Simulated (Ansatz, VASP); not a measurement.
**C in VASP and in Ansatz**

```xyz
2
Lattice="0.0000 1.8069 1.8069 1.8069 0.0000 1.8069 1.8069 1.8069 0.0000" Properties=species:S:1:pos:R:3 pbc="T T T"
C     1.8069    1.8069    1.8069
C     2.7103    2.7103    2.7103
```

Change from the starting cell: volume scaled by 1.04, crystal datasets.

Alike in both runs: task electric field gradients; functional LDA; k mesh 20 × 20 × 20; occupations fermi-dirac, width 0.08 eV; no spin polarisation.

```csv
,VASP,Ansatz
version,VASP 6.6.1,Ansatz 0.2.0
potentials or method,"VASP PAW LDA potentials, release 64 (C), cutoff 520 eV","all-electron PAW with datasets made for the crystal, scalar-relativistic"
```

VASP gave:

| Property | Result |
| --- | --- |
| gap on the k mesh at the Fermi level (eV) | 4.01 |
| pressure (GPa) | -27.1 |

Question: Estimate Ansatz's values.

Answer: gap on the k mesh at the Fermi level (eV): 4.01; pressure (GPa): -28.3.

LDA's correlation is that of Perdew and Zunger in VASP and of Perdew and Wang (1992) in Ansatz. Ansatz ran all-electron here, and VASP with PAW potentials.
